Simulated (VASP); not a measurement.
A run of VASP 6.6.1 is set up as follows.

File INCAR:

```
  ALGO = Normal
  EDIFF = 1E-6
  ENCUT = 520
  GGA = PE
  ISIF = 2
  ISMEAR = 0
  LASPH = T
  LCHARG = T
  LELF = T
  LREAL = F
  LVHAR = T
  LWAVE = F
  NBANDS = 12
  NELM = 60
  PREC = Accurate
  SIGMA = 0.01
```

File KPOINTS:

```
k-points
0
Gamma
  6 6 6
```

File POSCAR:

```
LiF
1.0
    0.0000000000      2.1007967349      1.9948691814
    1.9948691814      0.0000000000      1.9948691814
    1.9948691814      2.1007967349      0.0000000000
Li F
1 1
Direct
    0.0000000000      0.0000000000      0.0000000000
    0.5000000000      0.5000000000      0.5000000000
```

Potentials or basis: VASP PAW PBE potentials, release 64 (Li_sv, F).

Launch:

```sh
$ cat potpaw_PBE.64/Li_sv/POTCAR potpaw_PBE.64/F/POTCAR > POTCAR
$ mpirun -np 1 vasp_std > vasp.out
```

Problem. What does it give for the band gap on the k mesh?

Solution. 8.81 eV, direct.

Caveat: the k points lie up to 0.45 Å⁻¹ apart; the cell differs from its parent crystal (uniaxial y strain +5.3%).
